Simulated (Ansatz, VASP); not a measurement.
One calculation of KTaO3, two programs

```
K Ta O
1.0
     4.10795    0.00000    0.00000
     0.00000    4.10795    0.00000
     0.00000    0.00000    3.98830
K Ta O
1 1 3
Cartesian
  2.0540 2.0540 1.9942
  0.0000 0.0000 0.0000
  2.0540 0.0000 0.0000
  0.0000 2.0540 0.0000
  0.0000 0.0000 1.9942
```

Change from the starting cell: equal xx and yy strain of +3 %, crystal datasets.

Alike in both runs: task electric field gradients; functional LDA; k mesh 5 × 5 × 5; occupations fermi-dirac, width 0.01 eV; no spin polarisation.

```csv
,VASP,Ansatz
version,VASP 6.6.1,Ansatz 0.2.0
potentials or method,"VASP PAW LDA potentials, release 64 (K_sv, Ta_pv, O), cutoff 520 eV","all-electron PAW with datasets made for the crystal, scalar-relativistic"
```

Ansatz gave:

| Item | Value |
| --- | --- |
| gap on the k mesh at the Fermi level (eV) | 2.02 |
| pressure (GPa) | -15.1 |
| traceless stress, the component that is largest in VASP (GPa) | 5.85 |
| size of Vzz on the site where it differs most (V/Å²) | 147.8 |

**Question.** Estimate VASP's values.

**Answer.** gap on the k mesh at the Fermi level (eV): 1.96; pressure (GPa): -14.3; traceless stress, the component that is largest in VASP (GPa): 5.99; size of Vzz on the site where it differs most (V/Å²): 153.2.

LDA's correlation is that of Perdew and Zunger in VASP and of Perdew and Wang (1992) in Ansatz. Ansatz ran all-electron here, and VASP with PAW potentials.

Spin-orbit coupling is off throughout.
